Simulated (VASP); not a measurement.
A run of VASP 6.6.1 is set up as follows.

File INCAR:

```
SYSTEM = Ni
ALGO     = Normal         ! electronic algorithm
EDIFF    = 1E-7           ! SCF threshold, eV
ENCUT    = 520            ! plane-wave cutoff, eV
GGA      = RE             ! functional
ISIF     = 2              ! what is computed and relaxed
ISMEAR   = -1             ! smearing method
LASPH    = .True.         ! aspherical terms in the spheres
LCHARG   = .False.        ! write CHGCAR
LREAL    = .False.        ! projectors in reciprocal space
LWAVE    = .False.        ! write WAVECAR
NBANDS   = 11             ! bands
NELM     = 80             ! most SCF steps
PREC     = Accurate       ! precision mode
SIGMA    = 0.1            ! smearing width, eV
```

Contents of KPOINTS:

```
k-points
0
Gamma
  15 15 15
  0 0 0
```

Contents of POSCAR:

```
Ni
1.0
    2.2468877504      0.0000000000      0.0000000000
    0.0000000000      2.2468877504      0.0000000000
    0.0000000000      0.0000000000      2.2468877504
Ni
1
Direct
    0.0000000000      0.0000000000      0.0000000000
```

Potentials or basis: VASP PAW PBE potentials, release 64 (Ni).

The run is started by

```sh
$ cat potpaw_PBE.64/Ni/POTCAR > POTCAR
$ mpirun -np 1 vasp_std > vasp.out
```

Estimate the pressure.

22.9 GPa.

What does it give for the band gap on the k mesh?

Zero (band 5 reaches 9.77 eV, above the bottom of band 6 at 8.41 eV).

Caveat: the PAW data sets were made with another functional, which shifts forces and pressure a little; the run has no spin polarisation, though such a crystal can be magnetic. Spin polarisation is off, so any magnetic state and its effect on volume and gap are missing.
